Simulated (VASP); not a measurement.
# Zr (Fm-3m) in VASP: notebook

The runs below take Zr through single point, with LDA.

All numbers are computed with VASP 6.6.1; they aren't measurements. Logs are shortened: lines on timing, memory, paths and dates and some standing lists are left out, and cuts for length are marked.

## Step 1: The cell of the first run

It takes space group Fm-3m (No. 225, cubic). The conventional cell has a = 4.476 Å, b = 4.476 Å, c = 4.476 Å, α = 90.00°, β = 90.00°, γ = 90.00°. Within 4.2 Å of Zr (site symmetry m-3m) lie 12 Zr at 3.17 Å.

## Step 2: Single point, LDA (volume scaled by 1.04)

The input, INCAR:

```
  ALGO = Normal
  EDIFF = 1E-7
  ENCUT = 520
  ISIF = 2
  ISMEAR = -1
  LASPH = True
  LCHARG = True
  LELF = True
  LREAL = False
  LVHAR = True
  LWAVE = False
  NBANDS = 12
  NELM = 60
  PREC = Accurate
  SIGMA = 0.1
```

The input, KPOINTS:

```
k-points
0
Gamma
  14 14 14
```

The input, POSCAR:

```
Zr
1.0
    0.0000000000      2.2381596064      2.2381596064
    2.2381596064      0.0000000000      2.2381596064
    2.2381596064      2.2381596064      0.0000000000
Zr
1
Direct
    0.0000000000      0.0000000000      0.0000000000
```

Potentials or basis: VASP PAW LDA potentials, release 64 (Zr_sv).

Command:

```sh
$ cat potpaw_LDA.64/Zr_sv/POTCAR > POTCAR
$ mpirun -np 1 vasp_std > vasp.out
```

OUTCAR:

```text
EDIFF = 1E-7
   ENCUT = 520
   ISIF = 2
   ISMEAR = -1
   LASPH = True
   LREAL = False
   NELM = 60
   PREC = Accurate

 ion  position               nearest neighbor table
   1  0.000  0.000  0.000-

  LATTYP: Found a face centered cubic cell.
 ALAT       =     4.4763192128

  Lattice vectors:

 A1 = (   0.0000000000,   2.2381596064,   2.2381596064)
 A2 = (   2.2381596064,   0.0000000000,   2.2381596064)
 A3 = (   2.2381596064,   2.2381596064,   0.0000000000)

Analysis of symmetry for initial positions (statically):
=====================================================================
 Subroutine PRICEL returns:
 Original cell was already a primitive cell.

 Routine SETGRP: Setting up the symmetry group for a
 face centered cubic supercell.

 Subroutine GETGRP returns: Found 48 space group operations
 (whereof 48 operations were pure point group operations)
 out of a pool of 48 trial point group operations.

The static configuration has the point symmetry O_h .

Analysis of symmetry for dynamics (positions and initial velocities):
=====================================================================
 Subroutine PRICEL returns:
 Original cell was already a primitive cell.

 Routine SETGRP: Setting up the symmetry group for a
 face centered cubic supercell.

 Subroutine GETGRP returns: Found 48 space group operations
 (whereof 48 operations were pure point group operations)
 out of a pool of 48 trial point group operations.

The dynamic configuration has the point symmetry O_h .

 Subroutine INISYM returns: Found 48 space group operations
 (whereof 48 operations are pure point group operations),
 and found     1 'primitive' translations

----------------------------------------------------------------------------------------

                                     Primitive cell

  volume of cell :      22.4235

  direct lattice vectors                    reciprocal lattice vectors
     0.000000000  2.238159606  2.238159606    -0.223397830  0.223397830  0.223397830
     2.238159606  0.000000000  2.238159606     0.223397830 -0.223397830  0.223397830
     2.238159606  2.238159606  0.000000000     0.223397830  0.223397830 -0.223397830

  length of vectors
     3.165235670  3.165235670  3.165235670     0.386936392  0.386936392  0.386936392

  position of ions in fractional coordinates (direct lattice)
     0.000000000  0.000000000  0.000000000

  ion indices of the primitive-cell ions
   primitive index   ion index
                 1           1

----------------------------------------------------------------------------------------

 KPOINTS: k-points

Automatic generation of k-mesh.
 Grid dimensions read from file:
 generate k-points for:   14   14   14

 Generating k-lattice:

  Cartesian coordinates                     Fractional coordinates (reciprocal lattice)
    -0.015956988  0.015956988  0.015956988     0.071428571  0.000000000  0.000000000
     0.015956988 -0.015956988  0.015956988     0.000000000  0.071428571  0.000000000
     0.015956988  0.015956988 -0.015956988     0.000000000  0.000000000  0.071428571

  Length of vectors
     0.027638314  0.027638314  0.027638314

  Shift w.r.t. Gamma in fractional coordinates (k-lattice)
     0.000000000  0.000000000  0.000000000

 Subroutine IBZKPT returns following result:
 ===========================================

 Found    104 irreducible k-points:

 Following reciprocal coordinates:
            Coordinates               Weight
  0.000000  0.000000  0.000000      1.000000
  0.071429  0.000000  0.000000      8.000000
  0.142857  0.000000  0.000000      8.000000
  0.214286  0.000000  0.000000      8.000000
  0.285714  0.000000  0.000000      8.000000
  0.357143  0.000000  0.000000      8.000000
[... 16 lines left out ...]
  0.214286  0.142857  0.000000     24.000000
  0.285714  0.142857  0.000000     24.000000
 [... further k-points ...]
   k-points           NKPTS =    104   k-points in BZ     NKDIM =    104   number of bands    NBANDS=     12
   number of dos      NEDOS =    301   number of ions     NIONS =      1
   total plane-waves  NPLWV =  13824
   dimension x,y,z NGX =    24 NGY =   24 NGZ =   24
   dimension x,y,z NGXF=    48 NGYF=   48 NGZF=   48
   ions per type =               1
   NGX,Y,Z   is equivalent  to a cutoff of  12.61, 12.61, 12.61 a.u.
   NGXF,Y,Z  is equivalent  to a cutoff of  25.21, 25.21, 25.21 a.u.
 SYSTEM =  unknown system
   PREC   = accura    normal or accurate (medium, high low for compatibility)
   ISTART =      0    job   : 0-new  1-cont  2-samecut
   ICHARG =      2    charge: 1-file 2-atom 10-const
   ISPIN  =      1    spin polarized calculation?
   LNONCOLLINEAR =      F non collinear calculations
   LSORBIT =      F    spin-orbit coupling
   LASPH  =      T    aspherical Exc in radial PAW
   ENCUT  =  520.0 eV  38.22 Ry    6.18 a.u.   5.89  5.89  5.89*2*pi/ulx,y,z
   NELM   =     60;   NELMIN=  2; NELMDL= -5     # of ELM steps
   EDIFF  = 0.1E-06   stopping-criterion for ELM
   LREAL  =      F    real-space projection
   EDIFFG = 0.1E-05   stopping-criterion for IOM
   NSW    =      0    number of steps for IOM
   IBRION =     -1    ionic relax: 0-MD 1-quasi-New 2-CG
   NFREE  =      0    steps in history (QN), initial steepest desc. (CG)
   ISIF   =      2    stress and relaxation
   ISYM   =      2    0-nonsym 1-usesym 2-fastsym
   POTIM  = 0.5000    time-step for ionic-motion
   TEBEG  =    0.0;   TEEND  =   0.0 temperature during run
   PSTRESS=    0.0 pullay stress
   NELECT =      12.0000    total number of electrons
   NUPDOWN=      -1.0000    fix difference up-down
   EMIN   =  10.00;   EMAX   =-10.00  energy-range for DOS
   EFERMI =   0.00;   METHOD = LEGACY
   ISMEAR =    -1;   SIGMA  =   0.10  broadening in eV -4-tet -1-fermi 0-gaus
   EFERMI_NEDOS =   21; number of points for ismear=-14 and -15
   IALGO  =     38    algorithm
   IMIX   =      4    mixing-type and parameters
     AMIX     =   0.40;   BMIX     =  1.00
     AMIX_MAG =   1.60;   BMIX_MAG =  1.00
  volume/ion in A,a.u.               =      22.42       151.32
  Fermi-wavevector in a.u.,A,eV,Ry     =   1.329130  2.511692 24.035877  1.766587
  Thomas-Fermi vector in A             =   2.458316
   LORBIT       =      0    0 simple, 1 ext, 2 COOP (PROOUT), +10 PAW based schemes
   GGA     = CA    functional components
   LHFCALC =     F    Hartree Fock is set to
   AEXX    =    0.0000 exact exchange contribution
   IVDW    =     0    specifies the selected vdW correction
   LEPSILON=     F    determine dielectric tensor
   LRPA    =     F    only Hartree local field effects (RPA)
 non-spin polarized calculation
  energy-cutoff  :      520.00
  volume of cell :       22.42
 maximum number of plane-waves:       620
   NGX = 11   NGY = 11   NGZ = 11

 number of electron      12.0000000 magnetization

 Free energy of the ion-electron system (eV)
  ---------------------------------------------------
  ext. energy  EPLUGINS =         0.00000000
  ---------------------------------------------------
  free energy    TOTEN  =        -9.28042453 eV

  energy without entropy =       -9.23193221  energy(sigma->0) =       -9.25617837

 E-fermi :   9.1088     XC(G=0): -11.4661

 val. band max:        9.1069247515   @ k =  -0.4286   0.2857   0.1429
 cond. band min:       9.1156275299   @ k =  -0.3571   0.1429   0.0000
 fundamental gap:      0.0087027784
 Fermi energy:         9.1088060792

 k-point     1 :       0.0000    0.0000    0.0000
  band No.  band energies     occupation
      1     -39.2514      2.00000
      2     -16.8469      2.00000
      3     -16.8469      2.00000
      4     -16.8469      2.00000
      5       3.5235      2.00000
      6      10.0687      0.00014
      7      10.0687      0.00014
      8      10.0687      0.00014
      9      12.5833      0.00000
     10      12.5833      0.00000
     11      19.7476      0.00000
     12      24.0029      0.00000

 k-point     2 :       0.0714    0.0000    0.0000
  band No.  band energies     occupation
      1     -39.2432      2.00000
      2     -16.9054      2.00000
      3     -16.8541      2.00000
      4     -16.8541      2.00000
      5       3.6956      2.00000
      6       9.9132      0.00064
      7      10.1493      0.00006
      8      10.1493      0.00006
      9      12.5019      0.00000
     10      12.5019      0.00000
     11      20.1152      0.00000
     12      23.3144      0.00000

 k-point     3 :       0.1429    0.0000    0.0000
  band No.  band energies     occupation
      1     -39.2202      2.00000
      2     -17.0670      2.00000
      3     -16.8740      2.00000
      4     -16.8740      2.00000
      5       4.1786      2.00000
      6       9.5494      0.02411
      7      10.3347      0.00001
      8      10.3347      0.00001
      9      12.3574      0.00000
     10      12.3574      0.00000
     11      20.9620      0.00000
     12      22.2473      0.00000
[... 286 lines left out ...]
 k-point    23 :       0.2143    0.1429    0.0000
  band No.  band energies     occupation
      1     -39.1848      2.00000
      2     -17.2078      2.00000
      3     -16.9589      2.00000
      4     -16.9502      2.00000
      5       4.9177      2.00000
      6       8.8307      1.88333
      7      10.6417      0.00000
      8      10.8731      0.00000
      9      11.3951      0.00000
     10      13.0432      0.00000
     11      22.3554      0.00000
     12      22.7718      0.00000

 k-point    24 :       0.2857    0.1429    0.0000
  band No.  band energies     occupation
      1     -39.1521      2.00000
      2     -17.4081      2.00000
      3     -16.9949      2.00000
      4     -16.9842      2.00000
      5       5.5869      2.00000
      6       8.5708      1.99083
      7      10.1693      0.00005
      8      10.9633      0.00000
      9      12.0369      0.00000
     10      13.3812      0.00000
     11      21.4904      0.00000
     12      23.6657      0.00000

 [... further k-points ...]
[... 5 lines left out ...]
  --------------------------------------------------------------------------------------
  -------------------------------------------------------------------------------------
  Total       -0.4822031     -0.4822031     -0.4822031      0.0000000      0.0000000     -0.0000000
  in kB      -34.4538218    -34.4538218    -34.4538218      0.0000000      0.0000000     -0.0000000
  external PRESSURE =     -34.4538218 kB  Pullay stress =       0.0000000 kB

 VOLUME and BASIS-vectors are now :
 -----------------------------------------------------------------------------
  energy-cutoff  :      520.00
  volume of cell :       22.42
      direct lattice vectors                 reciprocal lattice vectors
     0.000000000  2.238159606  2.238159606    -0.223397830  0.223397830  0.223397830
     2.238159606  0.000000000  2.238159606     0.223397830 -0.223397830  0.223397830
     2.238159606  2.238159606  0.000000000     0.223397830  0.223397830 -0.223397830

 POSITION                                       TOTAL-FORCE (eV/Angst)
 -----------------------------------------------------------------------------------
      0.00000      0.00000      0.00000         0.000000      0.000000     -0.000000
 -----------------------------------------------------------------------------------
    total drift:                               -0.000000     -0.000000     -0.000000

  FREE ENERGIE OF THE ION-ELECTRON SYSTEM (eV)
  ---------------------------------------------------
  free  energy   TOTEN  =        -9.2804245294 eV

  energy  without entropy=       -9.2319322059  energy(sigma->0) =       -9.25617837
```

Run time: 11 s. Hardware: 1 thread of AMD EPYC 9R45 (Zen 5), shared host; peak memory 0.11 GiB.

What came out:

* Free energy: -9.2804 eV
* Pressure: -3.4 GPa
* Band gap on the k mesh: zero (band 6 reaches 10.07 eV, above the bottom of band 7 at 8.45 eV)

## Step 3: Single point, LDA (volume scaled by 1.08)

The input, INCAR:

```
  ALGO = Normal
  EDIFF = 1E-7
  ENCUT = 520
  GGA = CA
  ISIF = 2
  ISMEAR = -1
  LASPH = True
  LCHARG = False
  LREAL = False
  LWAVE = False
  NBANDS = 12
  NELM = 100
  PREC = Accurate
  SIGMA = 0.1
```

KPOINTS is that of step 2.

The input, POSCAR:

```
Zr
1.0
    0.0000000000      2.2664937485      2.2664937485
    2.2664937485      0.0000000000      2.2664937485
    2.2664937485      2.2664937485      0.0000000000
Zr
1
Direct
    0.0000000000      0.0000000000      0.0000000000
```

Potentials or basis: VASP PAW LDA potentials, release 64 (Zr_sv).

Command:

```sh
$ cat potpaw_LDA.64/Zr_sv/POTCAR > POTCAR
$ mpirun -np 1 vasp_std > vasp.out
```

It took 10 s on 1 thread of AMD EPYC 9R45 (Zen 5), shared host; peak memory 0.11 GiB.

Results (log left out):

```yaml
Free_energy: -9.2534 eV
Pressure: -6.6 GPa
Band_gap_on_the_k_mesh: zero (band 6 reaches 9.63 eV, above the bottom of band 7 at 8.05 eV)
```

Levels at points of the mesh, in eV from the Fermi level:
```csv
k point,band 2,band 3,band 4,band 5,band 6,band 7,band 8,band 9,band 10,band 11
"(0.00, 0.00, 0.00)",-26.08,-26.08,-26.08,-5.52,0.95,0.95,0.95,3.34,3.34,10.57
"(0.50, 0.00, 0.00)",-27.05,-26.20,-26.20,-2.94,0.77,0.77,1.19,5.15,5.15,9.49
"(0.50, 0.50, 0.00)",-26.99,-26.42,-26.42,-2.97,-2.18,3.05,5.14,5.68,5.68,9.78
```
